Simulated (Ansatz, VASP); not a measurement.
**SnO2: VASP beside Ansatz**

Contents of POSCAR:

```
SnO2
1.0
    4.6412789831      0.0000000000      0.0000000000
    0.0000000000      4.6412789831      0.0000000000
    0.0000000000      0.0000000000      3.1214511354
Sn O
2 4
Direct
    0.5000000000      0.5000000000      0.5000000000
    0.0000000000      0.0000000000      0.0000000000
    0.8071000000      0.1929000000      0.5000000000
    0.6929000000      0.6929000000      0.0000000000
    0.1929000000      0.8071000000      0.5000000000
    0.3071000000      0.3071000000      0.0000000000
```

The input INCAR.step1:

```
SYSTEM = SnO2
PREC = Accurate
ENCUT = 520
ISMEAR = -1
SIGMA = 0.05
LREAL = .False.
LASPH = .True.
NELM = 80
NBANDS = 35
GGA = PE
ALGO = Normal
EDIFF = 1E-4
LWAVE = .True.
LCHARG = .False.
```

The input INCAR.step2:

```
SYSTEM = SnO2
PREC = Accurate
ENCUT = 520
EDIFF = 1E-7
ISMEAR = -1
SIGMA = 0.05
LREAL = .False.
LASPH = .True.
NELM = 80
ALGO = Normal
ISIF = 2
LWAVE = .False.
LCHARG = .False.
METAGGA = R2SCAN
LMIXTAU = .True.
LUSE_VDW = .True.
IVDW_NL = 2
BPARAM = 11.95
CPARAM = 0.0093
NBANDS = 35
ISTART = 1
```

Contents of KPOINTS:

```
Automatic mesh
0
Gamma
  6 6 8
  0 0 0
```

File input.yaml:

```yaml
crystal:
  lattice:
    - [4.6412789831, 0.0, 0.0]
    - [0.0, 4.6412789831, 0.0]
    - [0.0, 0.0, 3.1214511354]
  atoms:
    - { symbol: Sn, position: [0.5, 0.5, 0.5] }
    - { symbol: Sn, position: [0.0, 0.0, 0.0] }
    - { symbol: O, position: [0.8071, 0.1929, 0.5] }
    - { symbol: O, position: [0.6929, 0.6929, 0.0] }
    - { symbol: O, position: [0.1929, 0.8071, 0.5] }
    - { symbol: O, position: [0.3071, 0.3071, 0.0] }
hamiltonian:
  xc: r2scan
  pseudopotentials: { kind: paw }
  dispersion: rvv10
kpoints:
  mp_grid: { grid: [6, 6, 8] }
scf:
  occupations: { method: fermi_dirac, width: 0.05 }
output:
  forces: true
  stress: true
  eigenvalues: true
```

Alike in both runs: task single point; functional r2SCAN; dispersion rVV10; k mesh 6 × 6 × 8; occupations fermi-dirac, width 0.05 eV; no spin polarisation.

|  | VASP | Ansatz |
| --- | --- | --- |
| version | VASP 6.6.1 | Ansatz 0.2.0 |
| potentials or method | VASP PAW PBE potentials, release 64 (Sn_d, O) | Ansatz PAW |
| plane-wave cutoff (eV) | 520 | 500 |
| valence electrons in the cell | 52 | 52 |

|  | VASP | Ansatz | Ansatz less VASP |
| --- | --- | --- | --- |
| gap on the k mesh at the Fermi level (eV) | 2.75 | 2.71 | -0.038 |
| least direct gap on the mesh (eV) | 2.75 | 2.71 | -0.038 |
| pressure (GPa) | 20.0 | 18.3 | -1.66 |
| traceless stress, the component that is largest in VASP (GPa) | 4.84 | 4.27 | -0.566 |
| rms of the force components (eV/Å) | 0.275 | 0.254 | -0.0206 |

VASP's potentials were made for PBE, not for r2SCAN. Atom by atom the forces differ by 0.021 eV/Å (rms over components).
